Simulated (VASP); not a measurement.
# O (P4/mmm) in VASP: density of states with LDA

Aim: the density of states of O with LDA.

Everything below comes from runs of VASP 6.6.1. Logs are shortened: lines on timing, memory, paths and dates and some standing lists are left out, and cuts for length are marked.

### 1 The cell of the first run

Symmetry: P4/mmm, No. 123, tetragonal system. Conventional cell: a = 1.762 Å, b = 1.762 Å, c = 2.928 Å, α = 90.00°, β = 90.00°, γ = 90.00°. Within 2.3 Å of O (site symmetry 4/mmm) lie 4 O at 1.76 Å.

### 2 Density of states, LDA

POSCAR

```
O
1.0
    1.7617697214      0.0000000000      0.0000000000
    0.0000000000      1.7617697214      0.0000000000
    0.0000000000      0.0000000000      2.9278698137
O
1
Direct
    0.0000000000      0.0000000000      0.0000000000
```

INCAR.step1

```
SYSTEM = O
ALGO = Normal ; EDIFF = 1E-6
ENCUT = 520 ; GGA_COMPAT = .False.
ISIF = 2 ; ISMEAR = 1
LASPH = .True. ; LCHARG = .True.
LORBIT = 11 ; LREAL = .False.
LWAVE = .False. ; NBANDS = 9
NEDOS = 2001 ; NELM = 120
PREC = Accurate ; SIGMA = 0.1
```

KPOINTS.step1

```
k-points
0
Gamma
  14 14 9
  0 0 0
```

INCAR.step2

```
SYSTEM = O
ALGO = Normal ; EDIFF = 1E-6
ENCUT = 520 ; GGA_COMPAT = .False.
ICHARG = 11 ; ISIF = 2
ISMEAR = -5 ; LASPH = .True.
LCHARG = .False. ; LORBIT = 10
LREAL = .False. ; LWAVE = .False.
NBANDS = 9 ; NEDOS = 1001
NELM = 120 ; PREC = Accurate
SIGMA = 0.1
```

KPOINTS.step2

```
k-points
0
Gamma
  21 21 14
  0 0 0
```

Potentials or basis: VASP PAW LDA potentials, release 64 (O).

Run with:

```console
$ cat potpaw_LDA.64/O/POTCAR > POTCAR
$ cp INCAR.step1 INCAR
$ cp KPOINTS.step1 KPOINTS
$ mpirun -np 1 vasp_std > vasp.out
$ cp INCAR.step2 INCAR
$ cp KPOINTS.step2 KPOINTS
$ mpirun -np 1 vasp_std > vasp.out
```

OUTCAR:

```text
SYSTEM = O
   EDIFF = 1E-6
   ENCUT = 520
   ICHARG = 11
   ISIF = 2
   ISMEAR = -5
   LASPH = .True.
   LORBIT = 10
   LREAL = .False.
   NELM = 120
   PREC = Accurate

 ion  position               nearest neighbor table
   1  0.000  0.000  0.000-

  LATTYP: Found a simple tetragonal cell.
 ALAT       =     1.7617697214
 C/A-ratio  =     1.6618913233

  Lattice vectors:

 A1 = (   1.7617697214,   0.0000000000,   0.0000000000)
 A2 = (   0.0000000000,   1.7617697214,   0.0000000000)
 A3 = (   0.0000000000,   0.0000000000,   2.9278698137)

Analysis of symmetry for initial positions (statically):
=====================================================================
 Subroutine PRICEL returns:
 Original cell was already a primitive cell.

 Routine SETGRP: Setting up the symmetry group for a
 simple tetragonal supercell.

 Subroutine GETGRP returns: Found 16 space group operations
 (whereof 16 operations were pure point group operations)
 out of a pool of 16 trial point group operations.

The static configuration has the point symmetry D_4h.

Analysis of symmetry for dynamics (positions and initial velocities):
=====================================================================
 Subroutine PRICEL returns:
 Original cell was already a primitive cell.

 Routine SETGRP: Setting up the symmetry group for a
 simple tetragonal supercell.

 Subroutine GETGRP returns: Found 16 space group operations
 (whereof 16 operations were pure point group operations)
 out of a pool of 16 trial point group operations.

The dynamic configuration has the point symmetry D_4h.

 Subroutine INISYM returns: Found 16 space group operations
 (whereof 16 operations are pure point group operations),
 and found     1 'primitive' translations

----------------------------------------------------------------------------------------

                                     Primitive cell

  volume of cell :       9.0876

  direct lattice vectors                    reciprocal lattice vectors
     1.761769721  0.000000000  0.000000000     0.567611072  0.000000000  0.000000000
     0.000000000  1.761769721  0.000000000     0.000000000  0.567611072  0.000000000
     0.000000000  0.000000000  2.927869814     0.000000000  0.000000000  0.341545241

  length of vectors
     1.761769721  1.761769721  2.927869814     0.567611072  0.567611072  0.341545241

  position of ions in fractional coordinates (direct lattice)
     0.000000000  0.000000000  0.000000000

  ion indices of the primitive-cell ions
   primitive index   ion index
                 1           1

----------------------------------------------------------------------------------------

 KPOINTS: k-points

Automatic generation of k-mesh.
 Grid dimensions read from file:
 generate k-points for:   21   21   14

 Generating k-lattice:

  Cartesian coordinates                     Fractional coordinates (reciprocal lattice)
     0.027029099  0.000000000  0.000000000     0.047619048  0.000000000  0.000000000
     0.000000000  0.027029099  0.000000000     0.000000000  0.047619048  0.000000000
     0.000000000  0.000000000  0.024396089     0.000000000  0.000000000  0.071428571

  Length of vectors
     0.027029099  0.027029099  0.024396089

  Shift w.r.t. Gamma in fractional coordinates (k-lattice)
     0.000000000  0.000000000  0.000000000

 TETIRR: Found   9247 inequivalent tetrahedra from    37044

 Subroutine IBZKPT returns following result:
 ===========================================

 Found    528 irreducible k-points:

 Following reciprocal coordinates:
            Coordinates               Weight
  0.000000  0.000000  0.000000      1.000000
  0.047619  0.000000  0.000000      4.000000
  0.095238  0.000000  0.000000      4.000000
  0.142857  0.000000  0.000000      4.000000
  0.190476  0.000000  0.000000      4.000000
  0.238095  0.000000  0.000000      4.000000
[... 16 lines left out ...]
  0.142857  0.095238  0.000000      8.000000
  0.190476  0.095238  0.000000      8.000000
 [... further k-points ...]
   k-points           NKPTS =    528   k-points in BZ     NKDIM =    528   number of bands    NBANDS=      9
   number of dos      NEDOS =   1001   number of ions     NIONS =      1
   total plane-waves  NPLWV =   4704
   dimension x,y,z NGX =    14 NGY =   14 NGZ =   24
   dimension x,y,z NGXF=    28 NGYF=   28 NGZF=   48
   ions per type =               1
   NGX,Y,Z   is equivalent  to a cutoff of  13.21, 13.21, 13.63 a.u.
   NGXF,Y,Z  is equivalent  to a cutoff of  26.42, 26.42, 27.25 a.u.
 SYSTEM =  O
   PREC   = accura    normal or accurate (medium, high low for compatibility)
   ISTART =      0    job   : 0-new  1-cont  2-samecut
   ICHARG =     11    charge: 1-file 2-atom 10-const
   ISPIN  =      1    spin polarized calculation?
   LNONCOLLINEAR =      F non collinear calculations
   LSORBIT =      F    spin-orbit coupling
   LASPH  =      T    aspherical Exc in radial PAW
   ENCUT  =  520.0 eV  38.22 Ry    6.18 a.u.   3.28  3.28  5.44*2*pi/ulx,y,z
   NELM   =    120;   NELMIN=  2; NELMDL=  0     # of ELM steps
   EDIFF  = 0.1E-05   stopping-criterion for ELM
   LREAL  =      F    real-space projection
   EDIFFG = 0.1E-04   stopping-criterion for IOM
   NSW    =      0    number of steps for IOM
   IBRION =     -1    ionic relax: 0-MD 1-quasi-New 2-CG
   NFREE  =      0    steps in history (QN), initial steepest desc. (CG)
   ISIF   =      2    stress and relaxation
   ISYM   =      2    0-nonsym 1-usesym 2-fastsym
   POTIM  = 0.5000    time-step for ionic-motion
   TEBEG  =    0.0;   TEEND  =   0.0 temperature during run
   PSTRESS=    0.0 pullay stress
   NELECT =       6.0000    total number of electrons
   NUPDOWN=      -1.0000    fix difference up-down
   EMIN   =  10.00;   EMAX   =-10.00  energy-range for DOS
   EFERMI =   0.00;   METHOD = LEGACY
   ISMEAR =    -5;   SIGMA  =   0.10  broadening in eV -4-tet -1-fermi 0-gaus
   EFERMI_NEDOS =   21; number of points for ismear=-14 and -15
   IALGO  =     38    algorithm
   IMIX   =      4    mixing-type and parameters
     AMIX     =   0.40;   BMIX     =  1.00
     AMIX_MAG =   1.60;   BMIX_MAG =  1.00
  volume/ion in A,a.u.               =       9.09        61.33
  Fermi-wavevector in a.u.,A,eV,Ry     =   1.425526  2.693854 27.648742  2.032125
  Thomas-Fermi vector in A             =   2.545901
   LORBIT       =     10    0 simple, 1 ext, 2 COOP (PROOUT), +10 PAW based schemes
   GGA     = CA    functional components
   LHFCALC =     F    Hartree Fock is set to
   AEXX    =    0.0000 exact exchange contribution
   IVDW    =     0    specifies the selected vdW correction
   LEPSILON=     F    determine dielectric tensor
   LRPA    =     F    only Hartree local field effects (RPA)
 non-spin polarized calculation
 Fermi weights with tetrahedron method with Bloechl corrections
  energy-cutoff  :      520.00
  volume of cell :        9.09
 maximum number of plane-waves:       259
 NGX is ok and might be reduce to    14

 number of electron       5.9999999 magnetization

 Free energy of the ion-electron system (eV)
  ---------------------------------------------------
  ext. energy  EPLUGINS =         0.00000000
  ---------------------------------------------------
  free energy    TOTEN  =        -4.16372220 eV

  energy without entropy =       -4.16372220  energy(sigma->0) =       -4.16372220

 E-fermi :   0.9708     XC(G=0): -11.3586

 val. band max:        0.9790572915   @ k =   0.3810   0.3810   0.3571
 cond. band min:       0.9930777080   @ k =   0.4286   0.2857   0.1429
 fundamental gap:      0.0140204164
 Fermi energy:         0.9708496127

 k-point     1 :       0.0000    0.0000    0.0000
  band No.  band energies     occupation
      1     -22.0827      2.00000
      2      -3.6410      2.00000
      3       4.6861      0.00000
      4       4.6861      0.00000
      5       9.3104      0.00000
      6      30.2186      0.00000
      7      31.0918      0.00000
      8      35.0418      0.00000
      9      53.1033      0.00000

 k-point     2 :       0.0476    0.0000    0.0000
  band No.  band energies     occupation
      1     -22.0039      2.00000
      2      -3.5783      2.00000
      3       4.3716      0.00000
      4       4.7170      0.00000
      5       9.4135      0.00000
      6      30.1255      0.00000
      7      31.1799      0.00000
      8      35.2269      0.00000
      9      51.5418      0.00000

 k-point     3 :       0.0952    0.0000    0.0000
  band No.  band energies     occupation
      1     -21.7675      2.00000
      2      -3.3929      2.00000
      3       3.4820      0.00000
      4       4.8081      0.00000
      5       9.7207      0.00000
      6      29.8530      0.00000
      7      31.4015      0.00000
      8      35.6901      0.00000
      9      48.9371      0.00000

 k-point     4 :       0.1429    0.0000    0.0000
  band No.  band energies     occupation
      1     -21.3772      2.00000
      2      -3.0931      2.00000
      3       2.1472     -0.09670
      4       4.9527      0.00000
      5      10.2283      0.00000
      6      29.3578      0.00000
      7      31.6461      0.00000
      8      36.1345      0.00000
      9      46.6208      0.00000
[... 205 lines left out ...]
 k-point    22 :       0.0952    0.0952    0.0000
  band No.  band energies     occupation
      1     -21.4536      2.00000
      2      -3.1477      2.00000
      3       3.4780      0.00000
      4       3.7718      0.00000
      5      10.1286      0.00000
      6      29.5826      0.00000
      7      31.6254      0.00000
      8      36.2963      0.00000
      9      48.3583      0.00000

 k-point    23 :       0.1429    0.0952    0.0000
  band No.  band energies     occupation
      1     -21.0647      2.00000
      2      -2.8516      2.00000
      3       2.2826     -0.13523
      4       3.8227      0.00000
      5      10.6333      0.00000
      6      29.1993      0.00000
      7      31.7541      0.00000
      8      36.6965      0.00000
      9      46.5565      0.00000

 k-point    24 :       0.1905    0.0952    0.0000
  band No.  band energies     occupation
      1     -20.5279      2.00000
      2      -2.4574      2.00000
      3       0.6846      1.49521
      4       4.0351      0.00000
      5      11.3350      0.00000
      6      28.5920      0.00000
      7      31.6813      0.00000
      8      36.6862      0.00000
      9      44.7893      0.00000

 [... further k-points ...]
[... 5 lines left out ...]
  --------------------------------------------------------------------------------------
  -------------------------------------------------------------------------------------
  Total       -0.2509684     -0.2509684      0.0917013      0.0000000      0.0000000      0.0000000
  in kB      -44.2465654    -44.2465654     16.1672506      0.0000000      0.0000000      0.0000000
  external PRESSURE =     -24.1086267 kB  Pullay stress =       0.0000000 kB

 VOLUME and BASIS-vectors are now :
 -----------------------------------------------------------------------------
  energy-cutoff  :      520.00
  volume of cell :        9.09
      direct lattice vectors                 reciprocal lattice vectors
     1.761769721  0.000000000  0.000000000     0.567611072  0.000000000  0.000000000
     0.000000000  1.761769721  0.000000000     0.000000000  0.567611072  0.000000000
     0.000000000  0.000000000  2.927869814     0.000000000  0.000000000  0.341545241

 POSITION                                       TOTAL-FORCE (eV/Angst)
 -----------------------------------------------------------------------------------
      0.00000      0.00000      0.00000         0.000000      0.000000      0.000000
 -----------------------------------------------------------------------------------
    total drift:                               -0.000000      0.000000      0.000000

  FREE ENERGIE OF THE ION-ELECTRON SYSTEM (eV)
  ---------------------------------------------------
  free  energy   TOTEN  =        -4.1637222037 eV

  energy  without entropy=       -4.1637222037  energy(sigma->0) =       -4.16372220

 total charge

# of ion       s       p       d       tot
------------------------------------------
    1        1.649   2.992   0.000   4.641
```

Wall time 28 s (1 thread of AMD EPYC 7R13 (Zen 3), shared host); peak memory 0.12 GiB.

What came out:

```
Valence electrons inside the program's atomic spheres : O 4.64
```

Caveat: tetrahedron occupations give inexact forces and stress in metals.
